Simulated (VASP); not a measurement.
# CO2 (P4_2/mnm) in VASP: a series of runs

CO2 is run at these levels: BLYP+D3(BJ), PBEsol; tasks: relaxation of cell and atoms.

Everything below comes from runs of VASP 6.6.1. Logs are shortened: lines on timing, memory, paths and dates and some standing lists are left out, and cuts for length are marked.

## (1) The cell of the first run

The structure is tetragonal, space group P4_2/mnm (No. 136). Conventional cell: a = 3.516 Å, b = 3.516 Å, c = 4.104 Å, α = 90.00°, β = 90.00°, γ = 90.00°. C (site symmetry mmm) has 2 O at 1.14 Å within 1.5 Å. O (site symmetry m2m) has 1 C at 1.14 Å within 1.5 Å.

## (2) Relaxation of cell and atoms, BLYP+D3(BJ)

INCAR

```
PREC = Accurate ; ENCUT = 600
EDIFF = 1E-6 ; ISMEAR = 0
SIGMA = 0.01 ; LREAL = False
LASPH = True ; NELM = 80
ALGO = Normal ; ISIF = 3
LWAVE = False ; LCHARG = False
GGA = B5 ; ALDAX = 1.0
AGGAX = 1.0 ; AGGAC = 1.0
ALDAC = 0.0 ; IVDW = 12
VDW_S6 = 1.0 ; VDW_S8 = 2.6996
VDW_A1 = 0.4298 ; VDW_A2 = 4.2359
IBRION = 2 ; NSW = 80
EDIFFG = -0.03
```

KPOINTS

```
Automatic mesh
0
Gamma
  5 5 5
```

POSCAR

```
CO2
1.0
    3.5161000000      0.0000000000      0.0000000000
    0.0000000000      3.5161000000      0.0000000000
    0.0000000000      0.0000000000      4.1043000000
C O
2 4
Direct
    0.0000000000      0.0000000000      0.0000000000
    0.5000000000      0.5000000000      0.5000000000
    0.2300000000      0.2300000000      0.0000000000
    0.2700000000      0.7300000000      0.5000000000
    0.7700000000      0.7700000000      0.0000000000
    0.7300000000      0.2700000000      0.5000000000
```

Potentials or basis: VASP PAW PBE potentials, release 64 (C, O).

Command:

```sh
$ cat potpaw_PBE.64/C/POTCAR potpaw_PBE.64/O/POTCAR > POTCAR
$ mpirun -np 1 vasp_std > vasp.out
```

OUTCAR:

```text
PREC = Accurate
   ENCUT = 600
   EDIFF = 1E-6
   ISMEAR = 0
   LREAL = False
   LASPH = True
   NELM = 80
   ISIF = 3
   GGA = B5
   IVDW = 12
   IBRION = 2
   NSW = 80
   EDIFFG = -0.03
 IVDW          = 12

 ion  position               nearest neighbor table
   1  0.000  0.000  0.000-   3 1.14   5 1.14
   2  0.500  0.500  0.500-   4 1.14   6 1.14
   3  0.230  0.230  0.000-   1 1.14
   4  0.270  0.730  0.500-   2 1.14
   5  0.770  0.770  0.000-   1 1.14
   6  0.730  0.270  0.500-   2 1.14

  LATTYP: Found a simple tetragonal cell.
 ALAT       =     3.5161000000
 C/A-ratio  =     1.1672876198

  Lattice vectors:

 A1 = (   3.5161000000,   0.0000000000,   0.0000000000)
 A2 = (   0.0000000000,   3.5161000000,   0.0000000000)
 A3 = (   0.0000000000,   0.0000000000,   4.1043000000)

Analysis of symmetry for initial positions (statically):
=====================================================================
 Subroutine PRICEL returns:
 Original cell was already a primitive cell.

 Routine SETGRP: Setting up the symmetry group for a
 simple tetragonal supercell.

 Subroutine GETGRP returns: Found 16 space group operations
 (whereof  8 operations were pure point group operations)
 out of a pool of 16 trial point group operations.

The static configuration has the point symmetry D_2h.
 The point group associated with its full space group is D_4h.

Analysis of symmetry for dynamics (positions and initial velocities):
=====================================================================
 Subroutine PRICEL returns:
 Original cell was already a primitive cell.

 Routine SETGRP: Setting up the symmetry group for a
 simple tetragonal supercell.

 Subroutine GETGRP returns: Found 16 space group operations
 (whereof  8 operations were pure point group operations)
 out of a pool of 16 trial point group operations.

The dynamic configuration has the point symmetry D_2h.
 The point group associated with its full space group is D_4h.

 Subroutine INISYM returns: Found 16 space group operations
 (whereof  8 operations are pure point group operations),
 and found     1 'primitive' translations

----------------------------------------------------------------------------------------

                                     Primitive cell

  volume of cell :      50.7413

  direct lattice vectors                    reciprocal lattice vectors
     3.516100000  0.000000000  0.000000000     0.284406018  0.000000000  0.000000000
     0.000000000  3.516100000  0.000000000     0.000000000  0.284406018  0.000000000
     0.000000000  0.000000000  4.104300000     0.000000000  0.000000000  0.243646907

  length of vectors
     3.516100000  3.516100000  4.104300000     0.284406018  0.284406018  0.243646907

  position of ions in fractional coordinates (direct lattice)
     0.000000000  0.000000000  0.000000000
     0.500000000  0.500000000  0.500000000
     0.230000000  0.230000000  0.000000000
     0.270000000  0.730000000  0.500000000
     0.770000000  0.770000000  0.000000000
     0.730000000  0.270000000  0.500000000

  ion indices of the primitive-cell ions
   primitive index   ion index
                 1           1
                 2           2
                 3           3
                 4           4
                 5           5
                 6           6

----------------------------------------------------------------------------------------

 KPOINTS: Automatic mesh

Automatic generation of k-mesh.
 Grid dimensions read from file:
 generate k-points for:    5    5    5

 Generating k-lattice:

  Cartesian coordinates                     Fractional coordinates (reciprocal lattice)
     0.056881204  0.000000000  0.000000000     0.200000000  0.000000000  0.000000000
     0.000000000  0.056881204  0.000000000     0.000000000  0.200000000  0.000000000
     0.000000000  0.000000000  0.048729381     0.000000000  0.000000000  0.200000000

  Length of vectors
     0.056881204  0.056881204  0.048729381

  Shift w.r.t. Gamma in fractional coordinates (k-lattice)
     0.000000000  0.000000000  0.000000000

 Subroutine IBZKPT returns following result:
 ===========================================

 Found     18 irreducible k-points:

 Following reciprocal coordinates:
            Coordinates               Weight
  0.000000  0.000000  0.000000      1.000000
  0.200000  0.000000  0.000000      4.000000
  0.400000  0.000000  0.000000      4.000000
  0.200000  0.200000  0.000000      4.000000
  0.400000  0.200000  0.000000      8.000000
  0.400000  0.400000  0.000000      4.000000
[... 10 lines left out ...]
  0.400000  0.200000  0.400000     16.000000
  0.400000  0.400000  0.400000      8.000000
   k-points           NKPTS =     18   k-points in BZ     NKDIM =     18   number of bands    NBANDS=     20
   number of dos      NEDOS =    301   number of ions     NIONS =      6
   total plane-waves  NPLWV =  28224
   dimension x,y,z NGX =    28 NGY =   28 NGZ =   36
   dimension x,y,z NGXF=    56 NGYF=   56 NGZF=   72
   ions per type =               2   4
   NGX,Y,Z   is equivalent  to a cutoff of  13.24, 13.24, 14.58 a.u.
   NGXF,Y,Z  is equivalent  to a cutoff of  26.48, 26.48, 29.16 a.u.
 SYSTEM =  unknown system
   PREC   = accura    normal or accurate (medium, high low for compatibility)
   ISTART =      0    job   : 0-new  1-cont  2-samecut
   ICHARG =      2    charge: 1-file 2-atom 10-const
   ISPIN  =      1    spin polarized calculation?
   LNONCOLLINEAR =      F non collinear calculations
   LSORBIT =      F    spin-orbit coupling
   LASPH  =      T    aspherical Exc in radial PAW
   ENCUT  =  600.0 eV  44.10 Ry    6.64 a.u.   7.02  7.02  8.20*2*pi/ulx,y,z
   NELM   =     80;   NELMIN=  2; NELMDL= -5     # of ELM steps
   EDIFF  = 0.1E-05   stopping-criterion for ELM
   LREAL  =      F    real-space projection
   EDIFFG = -.3E-01   stopping-criterion for IOM
   NSW    =     80    number of steps for IOM
   IBRION =      2    ionic relax: 0-MD 1-quasi-New 2-CG
   NFREE  =      1    steps in history (QN), initial steepest desc. (CG)
   ISIF   =      3    stress and relaxation
   ISYM   =      2    0-nonsym 1-usesym 2-fastsym
   POTIM  = 0.5000    time-step for ionic-motion
   TEBEG  =    0.0;   TEEND  =   0.0 temperature during run
   PSTRESS=    0.0 pullay stress
   NELECT =      32.0000    total number of electrons
   NUPDOWN=      -1.0000    fix difference up-down
   EMIN   =  10.00;   EMAX   =-10.00  energy-range for DOS
   EFERMI =   0.00;   METHOD = LEGACY
   ISMEAR =     0;   SIGMA  =   0.01  broadening in eV -4-tet -1-fermi 0-gaus
   EFERMI_NEDOS =   21; number of points for ismear=-14 and -15
   IALGO  =     38    algorithm
   IMIX   =      4    mixing-type and parameters
     AMIX     =   0.40;   BMIX     =  1.00
     AMIX_MAG =   1.60;   BMIX_MAG =  1.00
  volume/ion in A,a.u.               =       8.46        57.07
  Fermi-wavevector in a.u.,A,eV,Ry     =   1.403905  2.652995 26.816383  1.970949
  Thomas-Fermi vector in A             =   2.526520
   LORBIT       =      0    0 simple, 1 ext, 2 COOP (PROOUT), +10 PAW based schemes
   GGA     = B5    functional components
   LHFCALC =     F    Hartree Fock is set to
   AEXX    =    0.0000 exact exchange contribution
   IVDW    =    12    specifies the selected vdW correction
   LEPSILON=     F    determine dielectric tensor
   LRPA    =     F    only Hartree local field effects (RPA)
 conjugate gradient relaxation of ions
 non-spin polarized calculation
 Gauss-broadening in eV      SIGMA  =   0.01
  energy-cutoff  :      600.00
  volume of cell :       50.74
 maximum number of plane-waves:      1700
   NGX = 15   NGY = 15   NGZ = 17

--------------------------------------- Ionic step        1  -------------------------------------------

 number of electron      32.0000001 magnetization

 Free energy of the ion-electron system (eV)
  ---------------------------------------------------
  ext. energy  EPLUGINS =         0.00000000
  ---------------------------------------------------
  free energy    TOTEN  =       -41.69981165 eV

  energy without entropy =      -41.69981165  energy(sigma->0) =      -41.69981165

------------------------ aborting loop because EDIFF is reached ----------------------------------------

 Edisp (eV)   -1.44344

 E8    (eV) :    -0.8168

  FORCE on cell =-STRESS in cart. coord.  units (eV):
  Direction    XX          YY          ZZ          XY          YZ          ZX
  --------------------------------------------------------------------------------------
  -------------------------------------------------------------------------------------
  Total      13.31983    13.31983     8.00901     0.00000     0.00000     0.00000
  in kB     420.57910   420.57910   252.88778     0.00000     0.00000     0.00000
  external pressure =      364.68 kB  Pullay stress =        0.00 kB
[... 109 lines left out ...]
  FREE ENERGIE OF THE ION-ELECTRON SYSTEM (eV)
  ---------------------------------------------------
  free  energy   TOTEN  =       -43.4292641246 eV

  energy  without entropy=      -43.4292641246  energy(sigma->0) =      -43.42926412

 E-fermi :   1.3194     XC(G=0): -10.2717

 val. band max:        1.2254275856   @ k =   0.4000   0.4000   0.0000
 cond. band min:       6.4933271739   @ k =   0.0000   0.0000   0.0000
 fundamental gap:      5.2678995883
 Fermi energy:         1.3194344647

 k-point     1 :       0.0000    0.0000    0.0000
  band No.  band energies     occupation
      1     -20.8517      2.00000
      2     -19.5622      2.00000
      3     -18.7366      2.00000
      4     -18.7366      2.00000
      5      -6.2021      2.00000
      6      -5.6722      2.00000
[... 12 lines left out ...]
     19       7.2458      0.00000
[... 375 lines left out ...]
      4     -19.1078      2.00000
      5      -6.6773      2.00000
      6      -6.4212      2.00000
[... 12 lines left out ...]
     19       8.7796      0.00000
     20       8.8023      0.00000

[... ionic steps 4 to 14 ...]

--------------------------------------- Ionic step       15  -------------------------------------------

 number of electron      32.0000019 magnetization

------------------------ aborting loop because EDIFF is reached ----------------------------------------

 Edisp (eV)   -0.91539

 E8    (eV) :    -0.5122
[... 77 lines left out ...]
  energy  without entropy=      -44.7689990269  energy(sigma->0) =      -44.76899903

--------------------------------------- Ionic step       17  -------------------------------------------

 number of electron      32.0000028 magnetization

 Free energy of the ion-electron system (eV)
  ---------------------------------------------------
  ext. energy  EPLUGINS =         0.00000000
  ---------------------------------------------------
  free energy    TOTEN  =       -43.86587667 eV

  energy without entropy =      -43.86587667  energy(sigma->0) =      -43.86587667

 E-fermi :  -2.2194     XC(G=0):  -8.3663

 val. band max:       -2.3509746838   @ k =   0.4000   0.4000   0.0000
 cond. band min:       4.2042481811   @ k =   0.0000   0.0000   0.0000
 fundamental gap:      6.5552228649
 Fermi energy:        -2.2193660872

 k-point     1 :       0.0000    0.0000    0.0000
  band No.  band energies     occupation
      1     -23.2102      2.00000
      2     -22.8174      2.00000
      3     -21.9233      2.00000
      4     -21.9233      2.00000
      5      -8.1144      2.00000
      6      -7.6583      2.00000
[... 12 lines left out ...]
     19       5.2711      0.00000
[... 427 lines left out ...]
  FREE ENERGIE OF THE ION-ELECTRON SYSTEM (eV)
  ---------------------------------------------------
  free  energy   TOTEN  =       -44.7713052475 eV

  energy  without entropy=      -44.7713052475  energy(sigma->0) =      -44.77130525

 reached required accuracy - stopping structural energy minimisation
```

It took 3.2 min on 1 thread of Intel Xeon 6975P-C (Granite Rapids), shared host; peak memory 0.18 GiB.

Results:

```
Free energy                            : -44.7713 eV
Relaxed volume                         : 12.83 Å³/atom
Relaxed cell                           : a = 4.074 Å, b = 4.074 Å, c = 4.639 Å, α = 90.00°, β = 90.00°, γ = 90.00°
Space group after relaxing (to 0.05 Å) : P4_2/mnm (No. 136)
Energy gained by relaxing              : 271.3 meV/atom
Ionic steps                            : 17
Pressure after relaxing                : 0.3 GPa
Largest force after relaxing           : 0.030 eV/Å
Band gap on the k mesh                 : 6.56 eV, indirect (least direct gap 7.09 eV)
Dispersion energy per atom             : -0.151 eV
```

Forces on the atoms (eV/Å):
```
C    0.000  0.000  0.000
C    0.000  0.000  0.000
O    0.021  0.021  0.000
O   -0.021  0.021  0.000
O   -0.021 -0.021  0.000
O    0.021 -0.021  0.000
```

The path:
```tsv
step	energy change (eV)	largest force (eV/Å)	pressure (GPa)	volume (Å³)
1	0.0000	2.1711	36.47	50.74
2	4.3371	10.4536	-37.24	66.20
3	-0.2860	3.1005	7.49	53.52
4	-0.3019	2.5120	10.88	53.07
5	-1.2448	1.5944	2.29	62.99
6	-1.5623	0.7973	-0.26	71.94
7	-1.6061	0.4110	-0.98	76.46
8	-1.6070	0.3674	-1.07	76.98
9	-1.5278	2.0861	7.53	75.04
10	-1.6096	0.0207	0.14	76.68
11	-1.6134	0.0335	0.16	76.62
12	-1.6215	0.0738	0.20	76.41
13	-1.6245	0.1409	0.22	75.94
14	-1.6253	0.1204	0.20	76.08
15	-1.6125	0.8639	3.23	76.28
16	-1.6258	0.0288	0.67	76.11
17	-1.6281	0.0296	0.31	77.00
```

Final structure:
```
CELL_PARAMETERS angstrom
4.07387 0.00000 0.00000
0.00000 4.07387 0.00000
0.00000 0.00000 4.63949
ATOMIC_POSITIONS crystal
C 0.00000 0.00000 0.00000
C 0.50000 0.50000 0.50000
O 0.20360 0.20360 0.00000
O 0.29640 0.70360 0.50000
O 0.79640 0.79640 0.00000
O 0.70360 0.29640 0.50000
```

Levels at points of the mesh, in eV from the valence-band top:
```tsv
k point	band 12	band 13	band 14	band 15	band 16	band 17	band 18	band 19	band 20
(0.00, 0.00, 0.00)	-3.29	-1.66	-0.71	-0.54	-0.54	6.56	7.12	7.62	7.62
```

Caveat: the volume moved by over 15 % at a fixed basis, so the end points are rough; the PAW data sets were made with another functional, which shifts forces and pressure a little; the volume moved by +52 % from the deposited cell, more than functionals usually miss. A k mesh can miss the band edges.

## (3) Relaxation of cell and atoms, PBEsol

INCAR

```
SYSTEM = CO2
  ALGO = Normal
  EDIFF = 1E-6
  EDIFFG = -0.03
  ENCUT = 600
  GGA = PS
  IBRION = 2
  ISIF = 3
  ISMEAR = 0
  LASPH = .TRUE.
  LCHARG = .FALSE.
  LREAL = .FALSE.
  LWAVE = .FALSE.
  NELM = 60
  NSW = 80
  PREC = Accurate
  SIGMA = 0.01
```

KPOINTS

```
k-points
0
G
  5 5 5
  0 0 0
```

POSCAR is that of step 2.

Potentials or basis: VASP PAW PBE potentials, release 64 (C, O).

Command:

```sh
$ cat potpaw_PBE.64/C/POTCAR potpaw_PBE.64/O/POTCAR > POTCAR
$ mpirun -np 1 vasp_std > vasp.out
```

Wall time 1.8 min (1 thread of Intel Xeon 6975P-C (Granite Rapids), shared host); peak memory 0.16 GiB.

Results (log left out):

| Property | Result |
| --- | --- |
| Free energy | -47.4636 eV |
| Relaxed volume | 13.10 Å³/atom |
| Relaxed cell | a = 4.120 Å, b = 4.120 Å, c = 4.629 Å, α = 90.00°, β = 90.00°, γ = 90.00° |
| Space group after relaxing (to 0.05 Å) | P4_2/mnm (No. 136) |
| Energy gained by relaxing | 239.8 meV/atom |
| Ionic steps | 21 |
| Pressure after relaxing | 0.1 GPa |
| Largest force after relaxing | 0.022 eV/Å |
| Band gap on the k mesh | 6.48 eV, indirect (least direct gap 6.99 eV) |

Forces on the atoms (eV/Å):
```
C    0.000  0.000  0.000
C    0.000  0.000  0.000
O    0.016  0.016  0.000
O   -0.016  0.016  0.000
O   -0.016 -0.016  0.000
O    0.016 -0.016  0.000
```

Stress tensor (GPa, compression positive):
```
0.08 0.00 0.00
0.00 0.08 0.00
0.00 0.00 0.18
```

The path:
| step | energy change (eV) | largest force (eV/Å) | pressure (GPa) | volume (Å³) |
| --- | --- | --- | --- | --- |
| 1 | 0.0000 | 2.4932 | 34.00 | 50.74 |
| 2 | 5.2148 | 10.8348 | -41.97 | 65.05 |
| 3 | -0.2385 | 2.7442 | 6.17 | 53.01 |
| 4 | -0.2595 | 2.0538 | 10.03 | 52.57 |
| 5 | -0.2613 | 1.7893 | 11.50 | 52.41 |
| 6 | -0.9167 | 1.1192 | 5.52 | 59.41 |
| 7 | -1.3413 | 0.0175 | 3.19 | 69.90 |
| 8 | -0.9356 | 3.4748 | 3.56 | 94.43 |
| 9 | -1.3705 | 1.5628 | 5.83 | 76.02 |
| 10 | -0.7627 | 4.8186 | -17.22 | 88.04 |
| 11 | -1.4217 | 0.1383 | -0.43 | 78.54 |
| 12 | -1.4219 | 0.0435 | -0.07 | 78.38 |
| 13 | -1.4219 | 0.0131 | 0.04 | 78.34 |
| 14 | -1.4238 | 0.0246 | 0.04 | 78.17 |
| 15 | -1.4282 | 0.0620 | 0.15 | 77.69 |
| 16 | -1.4317 | 0.1357 | 0.27 | 76.70 |
| 17 | -1.4308 | 0.3413 | 1.80 | 76.67 |
| 18 | -1.4324 | 0.0533 | 0.87 | 76.69 |
| 19 | -1.4338 | 0.0475 | 0.79 | 76.88 |
| 20 | -1.4370 | 0.0346 | 0.56 | 77.45 |
| 21 | -1.4391 | 0.0225 | 0.12 | 78.59 |

Final structure:
```
C O
1.0
     4.12040    0.00000    0.00000
     0.00000    4.12040    0.00000
     0.00000    0.00000    4.62914
C O
2 4
Direct
  0.00000 0.00000 0.00000
  0.50000 0.50000 0.50000
  0.20120 0.20120 0.00000
  0.29880 0.70120 0.50000
  0.79880 0.79880 0.00000
  0.70120 0.29880 0.50000
```

Levels at points of the mesh, in eV from the valence-band top:
```csv
k point,band 12,band 13,band 14,band 15,band 16,band 17,band 18,band 19,band 20
"(0.00, 0.00, 0.00)",-3.35,-1.59,-0.63,-0.51,-0.51,6.48,7.21,7.71,7.71
```

Caveat: the volume moved by over 15 % at a fixed basis, so the end points are rough; the PAW data sets were made with another functional, which shifts forces and pressure a little; the volume moved by +55 % from the deposited cell, more than functionals usually miss.
